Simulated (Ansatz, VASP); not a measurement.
One calculation of AlN, two programs

```
CELL_PARAMETERS angstrom
0.00000 2.18488 2.06340
2.18488 0.00000 2.06340
2.18488 2.18488 0.00000
ATOMIC_POSITIONS crystal
Al 0.00000 0.00000 0.00000
N 0.75000 0.75000 0.75000
```

Change from the starting cell: uniaxial_z strain -5.6%.

Alike in both runs: task single point; functional HSE06; k mesh 8 × 8 × 8; no spin polarisation.

```csv
,VASP,Ansatz
version,VASP 6.6.1,Ansatz 0.2.0
potentials or method,"VASP PAW PBE potentials, release 64 (Al, N)","plane waves, PAW"
plane-wave cutoff (eV),520,420
occupations,"gaussian, width 0.01 eV",fixed
valence electrons in the cell,8,8
```

Ansatz gave:

* gap on the k mesh at the Fermi level (eV): 4.30
* pressure (GPa): 12.4
* traceless stress, the component that is largest in VASP (GPa): 4.14

Problem. Which values does VASP return?

Solution. gap on the k mesh at the Fermi level (eV): 4.29; pressure (GPa): 12.3; traceless stress, the component that is largest in VASP (GPa): 4.18.

Ansatz's warnings: stress exchange threshold loose, stress scf threshold loose.
